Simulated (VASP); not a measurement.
# MgO (Fm-3m) in VASP: a series of runs

The runs below take MgO through single point, with HSE06, PBE0, HF.

All numbers are computed with VASP 6.6.1; they aren't measurements. Logs are shortened: lines on timing, memory, paths and dates and some standing lists are left out, and cuts for length are marked.

### Step 1. The cell of the first run

Symmetry: Fm-3m, No. 225, cubic system. Conventional cell: a = 4.214 Å, b = 4.214 Å, c = 4.214 Å, α = 90.00°, β = 90.00°, γ = 90.00°. Within 2.8 Å of Mg (site symmetry m-3m) lie 6 O at 2.11 Å. O (site symmetry m-3m) has 6 Mg at 2.11 Å within 2.8 Å.

### Step 2. Single point, HSE06

POSCAR reads:

```
MgO
1.0
    0.0000000000      2.1071294990      2.1071294990
    2.1071294990      0.0000000000      2.1071294990
    2.1071294990      2.1071294990      0.0000000000
Mg O
1 1
Direct
    0.0000000000      0.0000000000      0.0000000000
    0.5000000000      0.5000000000      0.5000000000
```

INCAR.step1 reads:

```
PREC = Accurate
ENCUT = 520
EDIFF = 1E-5
ISMEAR = 0
SIGMA = 0.01
LREAL = F
LASPH = T
NELM = 100
ALGO = Normal
ISIF = 2
LWAVE = T
LCHARG = F
GGA = PE
NBANDS = 11
```

INCAR.step2 reads:

```
PREC = Accurate
ENCUT = 520
EDIFF = 1E-6
ISMEAR = 0
SIGMA = 0.01
LREAL = F
LASPH = T
NELM = 100
ALGO = Normal
ISIF = 2
LWAVE = F
LCHARG = F
GGA = PE
LHFCALC = T
HFSCREEN = 0.2079
PRECFOCK = Normal
ISTART = 1
NBANDS = 11
```

KPOINTS reads:

```
regular mesh
0
Gamma
  6 6 6
```

Potentials or basis: VASP PAW PBE potentials, release 64 (Mg, O).

Started as:

```
> cat potpaw_PBE.64/Mg/POTCAR potpaw_PBE.64/O/POTCAR > POTCAR
> cp INCAR.step1 INCAR
> mpirun -np 1 vasp_std > vasp.out
> cp INCAR.step2 INCAR
> mpirun -np 1 vasp_std > vasp.out
```

OUTCAR:

```text
PREC = Accurate
   ENCUT = 520
   EDIFF = 1E-6
   ISMEAR = 0
   LREAL = F
   LASPH = T
   NELM = 100
   ISIF = 2
   GGA = PE
   LHFCALC = T
   HFSCREEN = 0.2079
   PRECFOCK = Normal
   ISTART = 1

 ion  position               nearest neighbor table
   1  0.000  0.000  0.000-   2 2.11   2 2.11   2 2.11   2 2.11   2 2.11   2 2.11
   2  0.500  0.500  0.500-   1 2.11   1 2.11   1 2.11   1 2.11   1 2.11   1 2.11

  LATTYP: Found a face centered cubic cell.
 ALAT       =     4.2142589980

  Lattice vectors:

 A1 = (   0.0000000000,   2.1071294990,   2.1071294990)
 A2 = (   2.1071294990,   0.0000000000,   2.1071294990)
 A3 = (   2.1071294990,   2.1071294990,   0.0000000000)

Analysis of symmetry for initial positions (statically):
=====================================================================
 Subroutine PRICEL returns:
 Original cell was already a primitive cell.

 Routine SETGRP: Setting up the symmetry group for a
 face centered cubic supercell.

 Subroutine GETGRP returns: Found 48 space group operations
 (whereof 48 operations were pure point group operations)
 out of a pool of 48 trial point group operations.

The static configuration has the point symmetry O_h .

Analysis of symmetry for dynamics (positions and initial velocities):
=====================================================================
 Subroutine PRICEL returns:
 Original cell was already a primitive cell.

 Routine SETGRP: Setting up the symmetry group for a
 face centered cubic supercell.

 Subroutine GETGRP returns: Found 48 space group operations
 (whereof 48 operations were pure point group operations)
 out of a pool of 48 trial point group operations.

The dynamic configuration has the point symmetry O_h .

 Subroutine INISYM returns: Found 48 space group operations
 (whereof 48 operations are pure point group operations),
 and found     1 'primitive' translations

----------------------------------------------------------------------------------------

                                     Primitive cell

  volume of cell :      18.7113

  direct lattice vectors                    reciprocal lattice vectors
     0.000000000  2.107129499  2.107129499    -0.237289640  0.237289640  0.237289640
     2.107129499  0.000000000  2.107129499     0.237289640 -0.237289640  0.237289640
     2.107129499  2.107129499  0.000000000     0.237289640  0.237289640 -0.237289640

  length of vectors
     2.979931115  2.979931115  2.979931115     0.410997712  0.410997712  0.410997712

  position of ions in fractional coordinates (direct lattice)
     0.000000000  0.000000000  0.000000000
     0.500000000  0.500000000  0.500000000

  ion indices of the primitive-cell ions
   primitive index   ion index
                 1           1
                 2           2

----------------------------------------------------------------------------------------

 KPOINTS: regular mesh

Automatic generation of k-mesh.
 Grid dimensions read from file:
 generate k-points for:    6    6    6

 Generating k-lattice:

  Cartesian coordinates                     Fractional coordinates (reciprocal lattice)
    -0.039548273  0.039548273  0.039548273     0.166666667  0.000000000  0.000000000
     0.039548273 -0.039548273  0.039548273     0.000000000  0.166666667  0.000000000
     0.039548273  0.039548273 -0.039548273     0.000000000  0.000000000  0.166666667

  Length of vectors
     0.068499619  0.068499619  0.068499619

  Shift w.r.t. Gamma in fractional coordinates (k-lattice)
     0.000000000  0.000000000  0.000000000

 Subroutine IBZKPT returns following result:
 ===========================================

 Found     16 irreducible k-points:

 Following reciprocal coordinates:
            Coordinates               Weight
  0.000000  0.000000  0.000000      1.000000
  0.166667  0.000000  0.000000      8.000000
  0.333333  0.000000  0.000000      8.000000
  0.500000  0.000000  0.000000      4.000000
  0.166667  0.166667  0.000000      6.000000
  0.333333  0.166667  0.000000     24.000000
[... 8 lines left out ...]
 -0.333333  0.333333  0.166667     24.000000
 -0.333333  0.500000  0.166667     12.000000
   k-points           NKPTS =     16   k-points in BZ     NKDIM =    216   number of bands    NBANDS=     11
   number of dos      NEDOS =    301   number of ions     NIONS =      2
   total plane-waves  NPLWV =  13824
   dimension x,y,z NGX =    24 NGY =   24 NGZ =   24
   dimension x,y,z NGXF=    48 NGYF=   48 NGZF=   48
   ions per type =               1   1
   NGX,Y,Z   is equivalent  to a cutoff of  13.39, 13.39, 13.39 a.u.
   NGXF,Y,Z  is equivalent  to a cutoff of  26.78, 26.78, 26.78 a.u.
 SYSTEM =  unknown system
   PREC   = accura    normal or accurate (medium, high low for compatibility)
   ISTART =      1    job   : 0-new  1-cont  2-samecut
   ICHARG =      0    charge: 1-file 2-atom 10-const
   ISPIN  =      1    spin polarized calculation?
   LNONCOLLINEAR =      F non collinear calculations
   LSORBIT =      F    spin-orbit coupling
   LASPH  =      T    aspherical Exc in radial PAW
   ENCUT  =  520.0 eV  38.22 Ry    6.18 a.u.   5.54  5.54  5.54*2*pi/ulx,y,z
   NELM   =    100;   NELMIN=  2; NELMDL=  0     # of ELM steps
   EDIFF  = 0.1E-05   stopping-criterion for ELM
   LREAL  =      F    real-space projection
   EDIFFG = 0.1E-04   stopping-criterion for IOM
   NSW    =      0    number of steps for IOM
   IBRION =     -1    ionic relax: 0-MD 1-quasi-New 2-CG
   NFREE  =      0    steps in history (QN), initial steepest desc. (CG)
   ISIF   =      2    stress and relaxation
   ISYM   =      3    0-nonsym 1-usesym 2-fastsym
   POTIM  = 0.5000    time-step for ionic-motion
   TEBEG  =    0.0;   TEEND  =   0.0 temperature during run
   PSTRESS=    0.0 pullay stress
   NELECT =       8.0000    total number of electrons
   NUPDOWN=      -1.0000    fix difference up-down
   EMIN   =  10.00;   EMAX   =-10.00  energy-range for DOS
   EFERMI =   0.00;   METHOD = LEGACY
   ISMEAR =     0;   SIGMA  =   0.01  broadening in eV -4-tet -1-fermi 0-gaus
   EFERMI_NEDOS =   21; number of points for ismear=-14 and -15
   IALGO  =     38    algorithm
   IMIX   =      1    mixing-type and parameters
     AMIX     =   0.40;   BMIX     =  1.00
     AMIX_MAG =   1.60;   BMIX_MAG =  1.00
  volume/ion in A,a.u.               =       9.36        63.14
  Fermi-wavevector in a.u.,A,eV,Ry     =   1.233304  2.330607 20.695001  1.521040
  Thomas-Fermi vector in A             =   2.368040
   LORBIT       =      0    0 simple, 1 ext, 2 COOP (PROOUT), +10 PAW based schemes
   GGA     = PE    functional components
   LHFCALC =     T    Hartree Fock is set to
   PRECFOCK=normal    Normal, Fast or Accurate (Low or Medium for compatibility)
   ENCUT4O =  -1.0   cutoff for four orbital integrals eV
   NKREDX  =     1    reduce k-point grid by
   NKREDY  =     1    reduce k-point grid by
   NKREDZ  =     1    reduce k-point grid by
   AEXX    =    0.2500 exact exchange contribution
   HFSCREEN=    0.2079 screening length (either q_TF or 0.3 A-1)
   HFSCREENC=   0.2079 screening length for correlation (either q_TF or 0.3 A-1)
   ENCUTFOCK=  -1.0 apply spherical cutoff to Coloumb kernel
   IVDW    =     0    specifies the selected vdW correction
   LEPSILON=     F    determine dielectric tensor
   LRPA    =     F    only Hartree local field effects (RPA)
 non-spin polarized calculation
 Gauss-broadening in eV      SIGMA  =   0.01
  energy-cutoff  :      520.00
  volume of cell :       18.71
 maximum number of plane-waves:       531
 NGX is ok and might be reduce to    24
  NGX = 18; NGY = 18; NGZ = 18

 number of electron       8.0000005 magnetization

 Free energy of the ion-electron system (eV)
  ---------------------------------------------------
  ext. energy  EPLUGINS =         0.00000000
  ---------------------------------------------------
  free energy    TOTEN  =       -14.20908575 eV

  energy without entropy =      -14.20908575  energy(sigma->0) =      -14.20908575

 E-fermi :   2.0661     XC(G=0):  -9.0912

 val. band max:        1.9302046247   @ k =   0.0000   0.0000   0.0000
 cond. band min:       8.3513252456   @ k =   0.0000   0.0000   0.0000
 fundamental gap:      6.4211206209
 Fermi energy:         2.0660503532

 k-point     1 :       0.0000    0.0000    0.0000
  band No.  band energies     occupation
      1     -16.8850      2.00000
      2       1.9302      2.00000
      3       1.9302      2.00000
      4       1.9302      2.00000
      5       8.3513      0.00000
      6      19.6700      0.00000
      7      19.6700      0.00000
      8      19.6700      0.00000
      9      23.5935      0.00000
     10      25.5256      0.00000
     11      25.5256      0.00000

 k-point     2 :       0.1667    0.0000    0.0000
  band No.  band energies     occupation
      1     -16.5882      2.00000
      2       0.3669      2.00000
      3       1.7410      2.00000
      4       1.7410      2.00000
      5       9.8173      0.00000
      6      17.3181      0.00000
      7      20.2763      0.00000
      8      20.2763      0.00000
      9      24.2344      0.00000
     10      24.2344      0.00000
     11      26.3592      0.00000

 k-point     3 :       0.3333    0.0000    0.0000
  band No.  band energies     occupation
      1     -15.9233      2.00000
      2      -1.9660      2.00000
      3       1.3866      2.00000
      4       1.3866      2.00000
      5      11.3895      0.00000
      6      16.3233      0.00000
      7      20.5033      0.00000
      8      20.5033      0.00000
      9      24.9974      0.00000
     10      24.9974      0.00000
     11      25.5124      0.00000
[... 155 lines left out ...]
 k-point    15 :      -0.3333    0.3333    0.1667
  band No.  band energies     occupation
      1     -15.3005      2.00000
      2      -1.8964      2.00000
      3      -0.7053      2.00000
      4       0.5658      2.00000
      5      14.4220      0.00000
      6      15.9420      0.00000
      7      16.6518      0.00000
      8      20.5548      0.00000
      9      24.8540      0.00000
     10      26.1862      0.00000
     11      32.0524      0.00000

 k-point    16 :      -0.3333    0.5000    0.1667
  band No.  band energies     occupation
      1     -15.2282      2.00000
      2      -1.8787      2.00000
      3      -0.4710      2.00000
      4       0.1398      2.00000
      5      14.3357      0.00000
      6      15.2883      0.00000
      7      16.5361      0.00000
      8      20.5901      0.00000
      9      24.4249      0.00000
     10      28.7873      0.00000
     11      30.4621      0.00000

------------------------ aborting loop because EDIFF is reached ----------------------------------------

  FORCE on cell =-STRESS in cart. coord.  units (eV):
  Direction    XX          YY          ZZ          XY          YZ          ZX
  --------------------------------------------------------------------------------------
  -------------------------------------------------------------------------------------
  Total       -0.2117647     -0.2117647     -0.2117647      0.0000000      0.0000000      0.0000000
  in kB      -18.1326128    -18.1326128    -18.1326128      0.0000000      0.0000000      0.0000000
  external PRESSURE =     -18.1326128 kB  Pullay stress =       0.0000000 kB

 VOLUME and BASIS-vectors are now :
 -----------------------------------------------------------------------------
  energy-cutoff  :      520.00
  volume of cell :       18.71
      direct lattice vectors                 reciprocal lattice vectors
     0.000000000  2.107129499  2.107129499    -0.237289640  0.237289640  0.237289640
     2.107129499  0.000000000  2.107129499     0.237289640 -0.237289640  0.237289640
     2.107129499  2.107129499  0.000000000     0.237289640  0.237289640 -0.237289640

 POSITION                                       TOTAL-FORCE (eV/Angst)
 -----------------------------------------------------------------------------------
      0.00000      0.00000      0.00000         0.000000      0.000000      0.000000
      2.10713      2.10713      2.10713         0.000000     -0.000000     -0.000000
 -----------------------------------------------------------------------------------
    total drift:                               -0.000000     -0.000000     -0.000000

  FREE ENERGIE OF THE ION-ELECTRON SYSTEM (eV)
  ---------------------------------------------------
  free  energy   TOTEN  =       -14.2090857535 eV

  energy  without entropy=      -14.2090857535  energy(sigma->0) =      -14.20908575
```

Wall time 5.3 min (1 thread of AMD EPYC 7R13 (Zen 3), shared host); peak memory 0.22 GiB.

Results:

```
Free energy            : -14.2091 eV
Pressure               : -1.8 GPa
Band gap on the k mesh : 6.42 eV
```

Caveat: the k points lie up to 0.43 Å⁻¹ apart; the PAW data sets were made with another functional, which shifts forces and pressure a little.

### Step 3. Single point, PBE0

POSCAR is that of step 2.

INCAR.step1 reads:

```
SYSTEM = MgO
PREC     = Accurate       ! precision mode
ENCUT    = 520            ! plane-wave cutoff, eV
EDIFF    = 1E-5           ! SCF threshold, eV
ISMEAR   = 0              ! smearing method
SIGMA    = 0.01           ! smearing width, eV
LREAL    = .False.        ! projectors in reciprocal space
LASPH    = .True.         ! aspherical terms in the spheres
NELM     = 60             ! most SCF steps
ALGO     = Normal         ! electronic algorithm
ISIF     = 2              ! what is computed and relaxed
LWAVE    = .True.         ! write WAVECAR
LCHARG   = .False.        ! write CHGCAR
GGA      = PE             ! functional
NBANDS   = 11             ! bands
```

INCAR.step2 reads:

```
SYSTEM = MgO
PREC     = Accurate       ! precision mode
ENCUT    = 520            ! plane-wave cutoff, eV
EDIFF    = 1E-6           ! SCF threshold, eV
ISMEAR   = 0              ! smearing method
SIGMA    = 0.01           ! smearing width, eV
LREAL    = .False.        ! projectors in reciprocal space
LASPH    = .True.         ! aspherical terms in the spheres
NELM     = 60             ! most SCF steps
ALGO     = Normal         ! electronic algorithm
ISIF     = 2              ! what is computed and relaxed
LWAVE    = .False.        ! write WAVECAR
LCHARG   = .False.        ! write CHGCAR
GGA      = PE             ! functional
LHFCALC  = .True.         ! exact exchange
AEXX     = 0.25           ! exact-exchange fraction
PRECFOCK = Normal       
ISTART   = 1            
NBANDS   = 11             ! bands
```

KPOINTS reads:

```
regular mesh
0
Gamma
  6 6 6
  0 0 0
```

Potentials or basis: VASP PAW PBE potentials, release 64 (Mg, O).

Started as:

```
> cat potpaw_PBE.64/Mg/POTCAR potpaw_PBE.64/O/POTCAR > POTCAR
> cp INCAR.step1 INCAR
> mpirun -np 1 vasp_std > vasp.out
> cp INCAR.step2 INCAR
> mpirun -np 1 vasp_std > vasp.out
```

Run time: 5 min. Hardware: 1 thread of AMD EPYC 7R13 (Zen 3), shared host; peak memory 0.13 GiB.

The run converged. Its results:

```
Free energy            : -14.7913 eV
Pressure               : -1.8 GPa
Band gap on the k mesh : 7.18 eV
```

Levels at points of the mesh, in eV from the valence-band top:
| k point | band 2 | band 3 | band 4 | band 5 | band 6 | band 7 |
| --- | --- | --- | --- | --- | --- | --- |
| (0.00, 0.00, 0.00) | 0.00 | 0.00 | 0.00 | 7.18 | 18.53 | 18.53 |
| (0.50, 0.00, 0.00) | -4.95 | -0.72 | -0.72 | 10.42 | 15.63 | 19.09 |
| (0.50, 0.50, 0.00) | -4.40 | -1.48 | -1.48 | 11.61 | 12.62 | 16.12 |

Caveat: the k points lie up to 0.43 Å⁻¹ apart; the PAW data sets were made with another functional, which shifts forces and pressure a little.

### Step 4. Single point, HF

POSCAR is that of step 3.

INCAR.step1 reads:

```
ALGO     = Normal         # electronic algorithm
EDIFF    = 1E-5           # SCF threshold, eV
ENCUT    = 520            # plane-wave cutoff, eV
GGA      = PE             # functional
ISIF     = 2              # what is computed and relaxed
ISMEAR   = 0              # smearing method
LASPH    = True           # aspherical terms in the spheres
LCHARG   = False          # write CHGCAR
LREAL    = False          # projectors in reciprocal space
LWAVE    = True           # write WAVECAR
NBANDS   = 11             # bands
NELM     = 60             # most SCF steps
PREC     = Accurate       # precision mode
SIGMA    = 0.01           # smearing width, eV
```

INCAR.step2 reads:

```
AEXX     = 1.0            # exact-exchange fraction
AGGAC    = 0.0          
ALDAC    = 0.0          
ALGO     = Normal         # electronic algorithm
EDIFF    = 1E-6           # SCF threshold, eV
ENCUT    = 520            # plane-wave cutoff, eV
GGA      = PE             # functional
ISIF     = 2              # what is computed and relaxed
ISMEAR   = 0              # smearing method
ISTART   = 1            
LASPH    = True           # aspherical terms in the spheres
LCHARG   = False          # write CHGCAR
LHFCALC  = True           # exact exchange
LREAL    = False          # projectors in reciprocal space
LWAVE    = False          # write WAVECAR
NBANDS   = 11             # bands
NELM     = 60             # most SCF steps
PREC     = Accurate       # precision mode
PRECFOCK = Normal       
SIGMA    = 0.01           # smearing width, eV
```

KPOINTS reads:

```
k-points
0
Gamma
  6 6 6
```

Started as:

```
> cat potpaw_PBE.64/Mg/POTCAR potpaw_PBE.64/O/POTCAR > POTCAR
> cp INCAR.step1 INCAR
> mpirun -np 1 vasp_std > vasp.out
> cp INCAR.step2 INCAR
> mpirun -np 1 vasp_std > vasp.out
```

It took 7.1 min on 1 thread of AMD EPYC 7R13 (Zen 3), shared host; peak memory 0.12 GiB.

It converged, with:

```
Free energy            : -21.7063 eV
Pressure               : -3.0 GPa
Band gap on the k mesh : 15.48 eV
```

Levels at points of the mesh, in eV from the valence-band top:
```
           k point  band 2  band 3  band 4  band 5  band 6  band 7
(0.00, 0.00, 0.00)    0.00    0.00    0.00   15.48   27.26   27.26
(0.50, 0.00, 0.00)   -5.62   -0.85   -0.85   18.78   25.17   27.87
(0.50, 0.50, 0.00)   -5.05   -1.76   -1.76   19.87   21.11   25.68
```

Caveat: the k points lie up to 0.43 Å⁻¹ apart; the PAW data sets were made with another functional, which shifts forces and pressure a little.

### Step 5. The runs side by side

| level | share of exact exchange | screening parameter | gap on the mesh (eV) | pressure (GPa) |
| --- | --- | --- | --- | --- |
| HSE06 | 0.25 | 0.2079 1/Å | 6.42 | -1.8 |
| PBE0 | 0.25 | - | 7.18 | -1.8 |
| HF | 1 | - | 15.48 | -3.0 |

Alike in all rows: task single point; potentials or basis VASP PAW PBE potentials, release 64 (Mg, O); no spin polarisation; cell as given; k mesh 6 × 6 × 6; cutoff (eV) 520; smearing gaussian 0.01 eV.

Caveats: all runs use coarse meshes; the PAW data sets were made with another functional, which shifts forces and pressure a little.

Absolute energies hang on the potentials; compare differences alone.
